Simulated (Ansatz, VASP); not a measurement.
## Sb: VASP beside Ansatz

Contents of INCAR:

```
SYSTEM = Sb
  PREC = Accurate
  ENCUT = 520
  EDIFF = 1E-8
  ISMEAR = -1
  SIGMA = 0.05
  LREAL = .False.
  LASPH = .True.
  NELM = 60
  ALGO = Normal
  ISIF = 2
  LWAVE = .False.
  LCHARG = .False.
  GGA = PE
  LEFG = .True.
  NBANDS = 12
```

KPOINTS

```
Automatic mesh
0
Gamma
  12 12 7
  0 0 0
```

The input POSCAR:

```
Sb
1.0
    3.4032041041      0.0000000000      0.0000000000
   -1.7016020521      2.9472612084      0.0000000000
    0.0000000000      0.0000000000      5.2234000000
Sb
2
Direct
    0.3333333333      0.6666666667      0.2500000000
    0.6666666667      0.3333333333      0.7500000000
```

Input for Ansatz:

```yaml
crystal:
  lattice:
    - [3.4032041041, 0.0, 0.0]
    - [-1.7016020521, 2.9472612084, 0.0]
    - [0.0, 0.0, 5.2234]
  atoms:
    - { symbol: Sb, position: [0.3333333333, 0.6666666667, 0.25] }
    - { symbol: Sb, position: [0.6666666667, 0.3333333333, 0.75] }
kpoints:
  mp_grid: { grid: [12, 12, 7] }
scf:
  occupations: { method: fermi_dirac, width: 0.05 }
hamiltonian:
  xc: pbe
  pseudopotentials: { kind: all_electron, datasets: crystal }
output:
  forces: true
  stress: true
  eigenvalues: true
  efg: { contact_densities: true }
```

Change from the starting cell: z stretched by -2 % at fixed volume, crystal datasets.

Alike in both runs: task electric field gradients; functional PBE; k mesh 12 × 12 × 7; occupations fermi-dirac, width 0.05 eV; no spin polarisation.

```csv
,VASP,Ansatz
version,VASP 6.6.1,Ansatz 0.2.0
potentials or method,"VASP PAW PBE potentials, release 64 (Sb), cutoff 520 eV","all-electron PAW with datasets made for the crystal, scalar-relativistic"
```

|  | VASP | Ansatz | Ansatz less VASP |
| --- | --- | --- | --- |
| pressure (GPa) | 2.9 | 3.1 | +0.14 |
| traceless stress, the component that is largest in VASP (GPa) | 0.44 | 0.44 | +0.003 |
| size of Vzz on the site where it differs most (V/Å²) | 18.8 | 20.7 | +1.83 |

Ansatz ran all-electron here, and VASP with PAW potentials.

Spin-orbit coupling is off throughout.
